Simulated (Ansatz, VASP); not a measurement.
Pd: VASP beside Ansatz

```
CELL_PARAMETERS angstrom
0.00000 1.92114 1.92114
1.92114 0.00000 1.92114
1.92114 1.92114 0.00000
ATOMIC_POSITIONS crystal
Pd 0.00000 0.00000 0.00000
```

Alike in both runs: functional LDA; k mesh 14 × 14 × 14; occupations fermi-dirac, width 0.1 eV; no spin polarisation.

Ansatz relaxed the structure, and its values are those at the end. VASP's run is a single point on that final structure, the one shown.

```csv
,VASP,Ansatz
version,VASP 6.6.1,Ansatz 0.2.0
potentials or method,"VASP PAW LDA potentials, release 64 (Pd), cutoff 520 eV","plane waves (420 eV) with PAW, scalar-relativistic"
valence electrons in the cell,10,18
```

```tsv
	VASP	Ansatz	Ansatz less VASP
pressure (GPa)	0.3	0.0	-0.30
```

Ansatz warns that its potentials were made for another functional, while VASP's fit it. LDA's correlation is that of Perdew and Zunger in VASP and of Perdew and Wang (1992) in Ansatz. VASP's potentials hold 10 valence electrons a cell and Ansatz's 18, so a difference there can come from the potentials and not from the codes.
